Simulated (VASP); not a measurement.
Input of a VASP 6.6.1 run:

Contents of INCAR:

```
SYSTEM = Mg5ZnO6
PREC = Accurate
ENCUT = 520
EDIFF = 1E-6
ISMEAR = 0
SIGMA = 0.1
LREAL = .False.
LASPH = .True.
NELM = 60
ALGO = Normal
ISIF = 2
LWAVE = .False.
LCHARG = .True.
GGA = PE
LELF = .True.
LVHAR = .True.
NBANDS = 41
```

KPOINTS

```
Automatic mesh
0
Gamma
  6 6 1
  0 0 0
```

POSCAR

```
Mg5ZnO6
1.0
    3.0187913742      0.0000000026      0.0000000000
   -1.5093956894      2.6143500175      0.0000000000
    0.0000000000      0.0000000000     14.7673278216
Mg Zn O
5 1 6
Direct
    0.3333333333      0.6666666667      0.8323042667
    0.6666666667      0.3333333333      0.1676957333
    0.3333333333      0.6666666667      0.3338966698
    0.0000000000      0.0000000000      0.5000000000
    0.6666666667      0.3333333333      0.6661033302
    0.0000000000      0.0000000000      0.0000000000
    0.6666666667      0.3333333333      0.9133950012
    0.3333333333      0.6666666667      0.0866049988
    0.0000000000      0.0000000000      0.2508633090
    0.6666666667      0.3333333333      0.4169515992
    0.3333333333      0.6666666667      0.5830484008
    0.0000000000      0.0000000000      0.7491366910
```

Potentials or basis: VASP PAW PBE potentials, release 64 (Mg, Zn, O).

Command:

```bash
$ cat potpaw_PBE.64/Mg/POTCAR potpaw_PBE.64/Zn/POTCAR potpaw_PBE.64/O/POTCAR > POTCAR
$ mpirun -np 1 vasp_std > vasp.out
```

Task: What does it give for the band gap on the k mesh?

Result: 3.28 eV.

Task: Predict the pressure.

Result: -0.5 GPa.

Task: What does it give for the largest force?

Result: 0.070 eV/Å.

Forces in eV/Å, atoms in the order of the input:
```
Mg   0.000  0.000 -0.006
Mg   0.000  0.000  0.006
Mg   0.000  0.000 -0.001
Mg   0.000  0.000  0.000
Mg   0.000  0.000  0.001
Zn   0.000  0.000  0.000
O    0.000  0.000 -0.070
O    0.000  0.000  0.070
O    0.000  0.000  0.001
O    0.000  0.000  0.000
O    0.000  0.000  0.000
O    0.000  0.000 -0.001
```

Caveat: the k points lie up to 0.43 Å⁻¹ apart.
